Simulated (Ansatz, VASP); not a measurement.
TiN: VASP beside Ansatz

```
Ti N
1.0
     0.00000    2.08589    2.08589
     2.08589    0.00000    2.08589
     2.08589    2.08589    0.00000
Ti N
1 1
Direct
  0.00000 0.00000 0.00000
  0.50000 0.50000 0.50000
```

Alike in both runs: functional LDA; k mesh 18 × 18 × 18; occupations gaussian, width 0.1 eV; no spin polarisation.

Ansatz relaxed the structure, and its values are those at the end. VASP's run is a single point on that final structure, the one shown.

```csv
,VASP,Ansatz
version,VASP 6.6.1,Ansatz 0.2.0
potentials or method,"VASP PAW LDA potentials, release 64 (Ti_sv, N), cutoff 600 eV","scalar-relativistic, plane waves, PAW"
valence electrons in the cell,17,17
```

Ansatz gave:

| Quantity | Value |
| --- | --- |
| gap on the k mesh at the Fermi level (eV) | none |
| pressure (GPa) | 0.0 |

**Question.** Which values does VASP return?

**Answer.** gap on the k mesh at the Fermi level (eV): none; pressure (GPa): 1.0.

Ansatz warns that its potentials were made for another functional, while VASP's fit it. LDA's correlation is that of Perdew and Zunger in VASP and of Perdew and Wang (1992) in Ansatz. A gap of «none» marks a metal or a gap that the smearing closes.
